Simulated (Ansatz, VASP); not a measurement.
# Two plane-wave programs on TePb

Contents of INCAR:

```
PREC     = Accurate       # precision mode
ENCUT    = 520            # plane-wave cutoff, eV
EDIFF    = 1E-6           # SCF threshold, eV
ISMEAR   = -1             # smearing method
SIGMA    = 0.02           # smearing width, eV
LREAL    = False          # projectors in reciprocal space
LASPH    = True           # aspherical terms in the spheres
NELM     = 60             # most SCF steps
ALGO     = Normal         # electronic algorithm
ISIF     = 2              # what is computed and relaxed
LWAVE    = False          # write WAVECAR
LCHARG   = True           # write CHGCAR
GGA      = PE             # functional
LELF     = True           # ELF
LVHAR    = True         
NBANDS   = 17             # bands
```

Contents of KPOINTS:

```
Automatic mesh
0
Gamma
  8 8 8
```

POSCAR

```
TePb
1.0
    0.0000000000      3.2678368520      3.2678368520
    3.1305877042      0.0000000000      3.2678368520
    3.1305877042      3.2678368520      0.0000000000
Pb Te
1 1
Direct
    0.0000000000      0.0000000000      0.0000000000
    0.5000000000      0.5000000000      0.5000000000
```

Input for Ansatz:

```yaml
crystal:
  lattice:
    - [0.0, 3.267836852, 3.267836852]
    - [3.1305877042, 0.0, 3.267836852]
    - [3.1305877042, 3.267836852, 0.0]
  atoms:
    - { symbol: Pb, position: [0.0, 0.0, 0.0] }
    - { symbol: Te, position: [0.5, 0.5, 0.5] }
kpoints:
  mp_grid: { grid: [8, 8, 8] }
  band_path:
    path:
      - [0.0, 0.0, 0.0]
      - [0.5, 0.0, 0.5]
      - [0.625, 0.25, 0.625]
      - [0.375, 0.375, 0.75]
      - [0.5, 0.5, 0.5]
      - [0.5, 0.25, 0.75]
      - [0.0, 0.0, 0.5]
    npoints: 1
hamiltonian:
  xc: pbe
scf:
  occupations: { method: fermi_dirac, width: 0.02 }
  n_extra_bands: 4
output:
  forces: true
  stress: true
  eigenvalues: true
```

Change from the starting cell: uniaxial_x strain -4.2%.

Alike in both runs: task single point; functional PBE; k mesh 8 × 8 × 8; occupations fermi-dirac, width 0.02 eV; no spin polarisation.

```csv
,VASP,Ansatz
version,VASP 6.6.1,Ansatz 0.2.0
potentials or method,"VASP PAW PBE potentials, release 64 (Pb_d, Te)","plane waves, PAW"
plane-wave cutoff (eV),520,420
valence electrons in the cell,20,30
```

```tsv
	VASP	Ansatz	Ansatz less VASP
pressure (GPa)	2.8	2.8	+0.06
traceless stress, the component that is largest in VASP (GPa)	3.96	3.96	+0.001
```

With one functional, cell and mesh, what is left measures potentials, basis and numerics. VASP's potentials hold 20 valence electrons a cell and Ansatz's 30, so a difference there can come from the potentials and not from the codes.

Neither program's run includes spin-orbit coupling.
